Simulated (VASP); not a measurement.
A run of VASP 6.6.1 is set up as follows.

The input INCAR:

```
PREC     = Accurate       # precision mode
ENCUT    = 420            # plane-wave cutoff, eV
EDIFF    = 1E-6           # SCF threshold, eV
ISMEAR   = 0              # smearing method
SIGMA    = 0.03           # smearing width, eV
LREAL    = False          # projectors in reciprocal space
LASPH    = True           # aspherical terms in the spheres
NELM     = 120            # most SCF steps
ALGO     = Normal         # electronic algorithm
ISIF     = 2              # what is computed and relaxed
LWAVE    = False          # write WAVECAR
LCHARG   = False          # write CHGCAR
LDIPOL   = True         
IDIPOL   = 3            
DIPOL    = 0.5 0.5 0.294
GGA      = PS             # functional
IVDW     = 13             # dispersion correction
NBANDS   = 11             # bands
GGA_COMPAT= False        
NELMDL   = -8
```

File KPOINTS:

```
regular mesh
0
Gamma
  12 12 1
```

The input POSCAR:

```
BP
1.0
    3.1955474887      0.0000000000      0.0000000000
   -1.5977737444      2.7674253042      0.0000000000
    0.0000000000      0.0000000000     23.8000000000
B P
1 1
Direct
    0.3333333333      0.6666666667      0.2941176471
    0.6666666667      0.3333333333      0.2941176471
```

Potentials or basis: VASP PAW PBE potentials, release 64 (B, P).

Command:

```bash
$ cat potpaw_PBE.64/B/POTCAR potpaw_PBE.64/P/POTCAR > POTCAR
$ mpirun -np 1 vasp_std > vasp.out
```

(1) Predict the band gap on the k mesh.

(2) Predict the dispersion energy per atom.

Answers

(1) 0.87 eV.

(2) -0.070 eV.
